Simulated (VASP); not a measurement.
## MgF2: single point with r2SCAN

The system is MgF2.

```
CELL_PARAMETERS angstrom
4.59487 0.00000 0.00000
0.00000 4.59487 0.00000
0.00000 0.00000 3.02889
ATOMIC_POSITIONS crystal
Mg 0.00000 0.00000 0.00000
Mg 0.50000 0.50000 0.50000
F 0.30257 0.30257 0.00000
F 0.19743 0.80257 0.50000
F 0.69743 0.69743 0.00000
F 0.80257 0.19743 0.50000
```

```yaml
Program: VASP 6.6.1
Task: single point
Functional: r2SCAN
Potentials_or_basis: VASP PAW PBE potentials, release 64 (Mg, F)
Cutoff: 660 eV
k_mesh: 6 × 6 × 10
Occupations: fermi-dirac, width 0.02 eV
Spin: no spin polarisation
```

```
Pressure               : 0.4 GPa
Largest force          : 0.011 eV/Å
Band gap on the k mesh : 8.16 eV
```

Forces on the atoms (eV/Å):
```
Mg   0.000  0.000  0.000
Mg   0.000  0.000  0.000
F    0.008  0.008  0.000
F   -0.008  0.008  0.000
F   -0.008 -0.008  0.000
F    0.008 -0.008  0.000
```

Levels at points of the mesh, in eV from the valence-band top:
```csv
k point,band 12,band 13,band 14,band 15,band 16,band 17,band 18,band 19,band 20,band 21
"(0.00, 0.00, 0.00)",-1.25,-0.73,-0.33,-0.33,0.00,8.16,13.40,13.40,14.92,15.58
"(0.50, 0.00, 0.00)",-1.41,-0.99,-0.99,-0.39,-0.39,10.62,10.62,14.69,14.69,16.83
"(0.50, 0.50, 0.00)",-1.30,-0.97,-0.97,-0.81,-0.81,12.36,12.36,12.52,12.52,18.75
"(0.00, 0.00, 0.50)",-1.46,-1.20,-1.20,-0.88,-0.88,13.03,13.03,16.21,16.21,16.56
"(0.50, 0.00, 0.50)",-1.39,-0.75,-0.75,-0.69,-0.69,13.93,13.93,14.77,14.77,17.10
"(0.50, 0.50, 0.50)",-1.42,-0.64,-0.64,-0.49,-0.49,14.39,14.39,14.74,14.74,15.85
```

It took 4.7 min on 1 thread of Oxide Virtual Turin-like Processor, with other jobs on the host, peak memory 0.25 GiB.

Caveat: the PAW data sets were made with another functional, which shifts forces and pressure a little. r2SCAN opens gaps a little over a GGA but as a rule still falls short of measured ones.
